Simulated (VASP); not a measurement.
# GaAs (F-43m) in VASP: notebook, part 2 of 2

VASP 6.6.1. Earlier steps stand in the parts before.

## (3) Single point, LDA (21.55 Å³/atom)

This run uses another cell than the first one, of 21.55 Å³/atom.

File INCAR:

```
SYSTEM = GaAs
ALGO = Normal
EDIFF = 1E-6
ENCUT = 520
ISIF = 2
ISMEAR = 0
LASPH = .TRUE.
LCHARG = .FALSE.
LREAL = .FALSE.
LWAVE = .FALSE.
NBANDS = 16
NELM = 100
PREC = Accurate
SIGMA = 0.01
```

File KPOINTS:

```
k-points
0
G
  12 12 12
  0 0 0
```

File POSCAR:

```
GaAs
1.0
    0.0000000000      2.7827717831      2.7827717831
    2.7827717831      0.0000000000      2.7827717831
    2.7827717831      2.7827717831      0.0000000000
Ga As
1 1
Direct
    0.0000000000      0.0000000000      0.0000000000
    0.7500000000      0.7500000000      0.7500000000
```

Potentials or basis: VASP PAW LDA potentials, release 64 (Ga_d, As).

Command:

```
cat potpaw_LDA.64/Ga_d/POTCAR potpaw_LDA.64/As/POTCAR > POTCAR
mpirun -np 1 vasp_std > vasp.out
```

OUTCAR:

```text
SYSTEM = GaAs
   EDIFF = 1E-6
   ENCUT = 520
   ISIF = 2
   ISMEAR = 0
   LASPH = .TRUE.
   LREAL = .FALSE.
   NELM = 100
   PREC = Accurate

 ion  position               nearest neighbor table
   1  0.000  0.000  0.000-   2 2.41   2 2.41   2 2.41   2 2.41
   2  0.750  0.750  0.750-   1 2.41   1 2.41   1 2.41   1 2.41

  LATTYP: Found a face centered cubic cell.
 ALAT       =     5.5655435662

  Lattice vectors:

 A1 = (   0.0000000000,   2.7827717831,   2.7827717831)
 A2 = (   2.7827717831,   0.0000000000,   2.7827717831)
 A3 = (   2.7827717831,   2.7827717831,   0.0000000000)

Analysis of symmetry for initial positions (statically):
=====================================================================
 Subroutine PRICEL returns:
 Original cell was already a primitive cell.

 Routine SETGRP: Setting up the symmetry group for a
 face centered cubic supercell.

 Subroutine GETGRP returns: Found 24 space group operations
 (whereof 24 operations were pure point group operations)
 out of a pool of 48 trial point group operations.

The static configuration has the point symmetry T_d .

Analysis of symmetry for dynamics (positions and initial velocities):
=====================================================================
 Subroutine PRICEL returns:
 Original cell was already a primitive cell.

 Routine SETGRP: Setting up the symmetry group for a
 face centered cubic supercell.

 Subroutine GETGRP returns: Found 24 space group operations
 (whereof 24 operations were pure point group operations)
 out of a pool of 48 trial point group operations.

The dynamic configuration has the point symmetry T_d .

 Subroutine INISYM returns: Found 24 space group operations
 (whereof 24 operations are pure point group operations),
 and found     1 'primitive' translations

----------------------------------------------------------------------------------------

                                     Primitive cell

  volume of cell :      43.0986
[... 109 lines left out ...]
     AMIX_MAG =   1.60;   BMIX_MAG =  1.00
  volume/ion in A,a.u.               =      21.55       145.42
  Fermi-wavevector in a.u.,A,eV,Ry     =   1.223709  2.312474 20.374223  1.497463
  Thomas-Fermi vector in A             =   2.358810
   LORBIT       =      0    0 simple, 1 ext, 2 COOP (PROOUT), +10 PAW based schemes
   GGA     = CA    functional components
   LHFCALC =     F    Hartree Fock is set to
   AEXX    =    0.0000 exact exchange contribution
   IVDW    =     0    specifies the selected vdW correction
   LEPSILON=     F    determine dielectric tensor
   LRPA    =     F    only Hartree local field effects (RPA)
 non-spin polarized calculation
 Gauss-broadening in eV      SIGMA  =   0.01
  energy-cutoff  :      520.00
  volume of cell :       43.10
 maximum number of plane-waves:      1211
 NGX is ok and might be reduce to    30
   NGX = 15   NGY = 15   NGZ = 15

 number of electron      18.0000014 magnetization

 Free energy of the ion-electron system (eV)
  ---------------------------------------------------
  ext. energy  EPLUGINS =         0.00000000
  ---------------------------------------------------
  free energy    TOTEN  =        -9.63586917 eV

  energy without entropy =       -9.63586917  energy(sigma->0) =       -9.63586917

 E-fermi :   4.3707     XC(G=0): -10.1221

 val. band max:        4.2618021831   @ k =   0.0000   0.0000   0.0000
 cond. band min:       4.9536253421   @ k =   0.0000   0.0000   0.0000
 fundamental gap:      0.6918231590
 Fermi energy:         4.3706618925

 k-point     1 :       0.0000    0.0000    0.0000
  band No.  band energies     occupation
      1     -10.7585      2.00000
      2     -10.7585      2.00000
      3     -10.7585      2.00000
      4     -10.6682      2.00000
      5     -10.6682      2.00000
      6      -8.8510      2.00000
[... 433 lines left out ...]
      3     -10.7277      2.00000
      4     -10.6693      2.00000
      5     -10.6651      2.00000
      6      -6.7345      2.00000
[... 8 lines left out ...]
     15      14.7595      0.00000
     16      15.4561      0.00000

 [... further k-points ...]

------------------------ aborting loop because EDIFF is reached ----------------------------------------

  FORCE on cell =-STRESS in cart. coord.  units (eV):
  Direction    XX          YY          ZZ          XY          YZ          ZX
  --------------------------------------------------------------------------------------
  -------------------------------------------------------------------------------------
  Total        0.5198946      0.5198946      0.5198946      0.0000000      0.0000000     -0.0000000
  in kB       19.3269416     19.3269416     19.3269416      0.0000000      0.0000000     -0.0000000
  external PRESSURE =      19.3269416 kB  Pullay stress =       0.0000000 kB

 VOLUME and BASIS-vectors are now :
 -----------------------------------------------------------------------------
  energy-cutoff  :      520.00
  volume of cell :       43.10
      direct lattice vectors                 reciprocal lattice vectors
     0.000000000  2.782771783  2.782771783    -0.179676969  0.179676969  0.179676969
     2.782771783  0.000000000  2.782771783     0.179676969 -0.179676969  0.179676969
     2.782771783  2.782771783  0.000000000     0.179676969  0.179676969 -0.179676969

 POSITION                                       TOTAL-FORCE (eV/Angst)
 -----------------------------------------------------------------------------------
      0.00000      0.00000      0.00000         0.000000     -0.000000     -0.000000
      4.17416      4.17416      4.17416        -0.000000      0.000000      0.000000
 -----------------------------------------------------------------------------------
    total drift:                                0.000000      0.000000      0.000000

  FREE ENERGIE OF THE ION-ELECTRON SYSTEM (eV)
  ---------------------------------------------------
  free  energy   TOTEN  =        -9.6358691665 eV

  energy  without entropy=       -9.6358691665  energy(sigma->0) =       -9.63586917
```

OSZICAR:

```text
N       E                     dE             d eps       ncg     rms          rms(c)
DAV:   1     0.845343586312E+02    0.84534E+02   -0.89747E+03  2352   0.157E+03
DAV:   2    -0.304910492850E+01   -0.87583E+02   -0.83652E+02  2640   0.318E+02
DAV:   3    -0.977501017416E+01   -0.67259E+01   -0.67034E+01  2808   0.678E+01
DAV:   4    -0.987676499355E+01   -0.10175E+00   -0.10174E+00  2784   0.921E+00
DAV:   5    -0.987821946935E+01   -0.14545E-02   -0.14545E-02  2896   0.101E+00    0.315E+00
DAV:   6    -0.968383012873E+01    0.19439E+00   -0.21955E-01  3584   0.853E+00    0.185E+00
DAV:   7    -0.963903658872E+01    0.44794E-01   -0.68505E-02  3240   0.199E+00    0.527E-01
DAV:   8    -0.963589846119E+01    0.31381E-02   -0.93067E-03  2808   0.107E+00    0.120E-01
DAV:   9    -0.963586033369E+01    0.38128E-04   -0.69390E-04  2912   0.313E-01    0.399E-02
DAV:  10    -0.963586458725E+01   -0.42536E-05   -0.44096E-05  3536   0.771E-02    0.210E-02
DAV:  11    -0.963586931620E+01   -0.47289E-05   -0.72411E-06  2672   0.409E-02    0.304E-03
DAV:  12    -0.963586916652E+01    0.14967E-06   -0.51837E-07  1824   0.116E-02
   1 F= -.96358692E+01 E0= -.96358692E+01  d E =-.335019E-56
```

It took 43 s on 1 thread of Intel Xeon Platinum 8259CL at 2.50GHz (Skylake/Cascade Lake), shared host; peak memory 0.18 GiB.

What came out:

```
Free energy            : -9.6359 eV
Pressure               : 1.9 GPa
Band gap on the k mesh : 0.69 eV
```

Levels at points of the mesh, in eV from the valence-band top:
| k point | band 5 | band 6 | band 7 | band 8 | band 9 | band 10 | band 11 | band 12 | band 13 | band 14 |
| --- | --- | --- | --- | --- | --- | --- | --- | --- | --- | --- |
| (0.00, 0.00, 0.00) | -14.93 | -13.11 | 0.00 | 0.00 | 0.00 | 0.69 | 3.68 | 3.68 | 3.68 | 7.50 |
| (0.50, 0.00, 0.00) | -14.93 | -11.20 | -6.96 | -1.22 | -1.22 | 1.00 | 4.60 | 4.60 | 7.61 | 10.57 |
| (0.50, 0.50, 0.00) | -14.92 | -10.40 | -7.10 | -2.86 | -2.86 | 1.25 | 1.52 | 10.42 | 10.42 | 11.23 |

A k mesh can miss the band edges.

## (4) Single point, LDA (22.43 Å³/atom)

This run uses another cell than the first one, of 22.43 Å³/atom.

File INCAR:

```
  PREC = Accurate
  ENCUT = 520
  EDIFF = 1E-6
  ISMEAR = 0
  SIGMA = 0.01
  LREAL = F
  LASPH = T
  NELM = 80
  ALGO = Normal
  ISIF = 2
  LWAVE = F
  LCHARG = F
  GGA = CA
  NBANDS = 16
```

File KPOINTS:

```
regular mesh
0
Gamma
  12 12 12
```

File POSCAR:

```
GaAs
1.0
    0.0000000000      2.8201288822      2.8201288822
    2.8201288822      0.0000000000      2.8201288822
    2.8201288822      2.8201288822      0.0000000000
Ga As
1 1
Direct
    0.0000000000      0.0000000000      0.0000000000
    0.7500000000      0.7500000000      0.7500000000
```

Command:

```
cat potpaw_LDA.64/Ga_d/POTCAR potpaw_LDA.64/As/POTCAR > POTCAR
mpirun -np 1 vasp_std > vasp.out
```

Wall time 43 s (1 thread of Intel Xeon Platinum 8259CL at 2.50GHz (Skylake/Cascade Lake), shared host); peak memory 0.18 GiB.

The run converged. Its results:

```yaml
Free_energy: -9.6398 eV
Pressure: -1.1 GPa
Band_gap_on_the_k_mesh: 0.39 eV
```

Levels at points of the mesh, in eV from the valence-band top:
| k point | band 5 | band 6 | band 7 | band 8 | band 9 | band 10 | band 11 | band 12 | band 13 | band 14 |
| --- | --- | --- | --- | --- | --- | --- | --- | --- | --- | --- |
| (0.00, 0.00, 0.00) | -14.86 | -12.82 | 0.00 | 0.00 | 0.00 | 0.39 | 3.68 | 3.68 | 3.68 | 7.37 |
| (0.50, 0.00, 0.00) | -14.86 | -11.03 | -6.73 | -1.16 | -1.16 | 0.88 | 4.58 | 4.58 | 7.57 | 10.26 |
| (0.50, 0.50, 0.00) | -14.85 | -10.28 | -6.91 | -2.71 | -2.71 | 1.33 | 1.55 | 10.10 | 10.10 | 10.85 |

A k mesh can miss the band edges.

## (5) Overview

```csv
cell,gap on the mesh (eV),pressure (GPa)
"a = 3.860 Å, angles 60.0°, 2 atoms",1.13,7.5
"a = 3.935 Å, angles 60.0°, 2 atoms",0.69,1.9
"a = 3.988 Å, angles 60.0°, 2 atoms",0.39,-1.1
```

Alike in all rows: task single point; level LDA; potentials or basis VASP PAW LDA potentials, release 64 (Ga_d, As); no spin polarisation; k mesh 12 × 12 × 12; cutoff (eV) 520; smearing gaussian 0.01 eV.

Caveats: the cell stands under pressure (at least some runs).

Absolute energies hang on the potentials; compare differences alone.
